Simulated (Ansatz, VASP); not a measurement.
# Li3S2: VASP beside Ansatz

INCAR

```
SYSTEM = Li3S2
PREC = Accurate ; ENCUT = 600
EDIFF = 1E-6 ; ISMEAR = 0
SIGMA = 0.1 ; LREAL = .FALSE.
LASPH = .TRUE. ; NELM = 60
ALGO = Normal ; ISIF = 3
LWAVE = .FALSE. ; LCHARG = .FALSE.
GGA = PE ; IBRION = 2
NSW = 100 ; EDIFFG = -0.01
```

The input KPOINTS:

```
Automatic mesh
0
G
  8 8 10
  0 0 0
```

Contents of POSCAR:

```
Li3S2
1.0
    2.9310773178     -4.1111942533      0.0000000000
    2.9310773178      4.1111942533      0.0000000000
    0.0000000000      0.0000000000      3.8451736989
Li S
3 2
Direct
    0.7001029946      0.2998970054      0.5000000000
    0.2998970054      0.7001029946      0.5000000000
    0.0000000000      0.0000000000      0.0000000000
    0.0000000000      0.5000000000      0.0000000000
    0.5000000000      0.0000000000      0.0000000000
```

Input for Ansatz:

```yaml
crystal:
  lattice:
    - [2.9310773178, -4.1111942533, 0.0]
    - [2.9310773178, 4.1111942533, 0.0]
    - [0.0, 0.0, 3.8451736989]
  atoms:
    - { symbol: Li, position: [0.7001029946, 0.2998970054, 0.5] }
    - { symbol: Li, position: [0.2998970054, 0.7001029946, 0.5] }
    - { symbol: Li, position: [0.0, 0.0, 0.0] }
    - { symbol: S, position: [0.0, 0.5, 0.0] }
    - { symbol: S, position: [0.5, 0.0, 0.0] }
basis:
  ecutwfc: 420
kpoints:
  mp_grid: { grid: [8, 8, 10] }
hamiltonian:
  xc: pbe
scf:
  occupations: { method: gaussian, width: 0.1 }
output:
  forces: true
  stress: true
  eigenvalues: true
relax:
  adjacent_minimum: "off"
  f_tol: 0.01
  max_steps: 80
  cell: { stress_tol: 0.05 }
```

Alike in both runs: task relaxation of cell and atoms; functional PBE; k mesh 8 × 8 × 10; occupations gaussian, width 0.1 eV; no spin polarisation.

|  | VASP | Ansatz |
| --- | --- | --- |
| version | VASP 6.6.1 | Ansatz 0.2.0 |
| potentials or method | VASP PAW PBE potentials, release 64 (Li_sv, S), cutoff 600 eV | scalar-relativistic, plane waves, PAW |
| valence electrons in the cell | 21 | 21 |

Ansatz gave:

```
gap on the k mesh at the Fermi level, each at its own relaxed structure (eV) : none
relaxed volume (Å³/atom)                                                     : 18.49
relaxed cell length with the largest relative difference (Å)                 : 5.050
```

**Question.** Which values does VASP return?

**Answer.** gap on the k mesh at the Fermi level, each at its own relaxed structure (eV): none; relaxed volume (Å³/atom): 18.41; relaxed cell length with the largest relative difference (Å): 5.041.

A gap of «none» marks a metal or a gap that the smearing closes.

Noted on VASP's run: the cutoff is short for stress, so the pressure is rough.
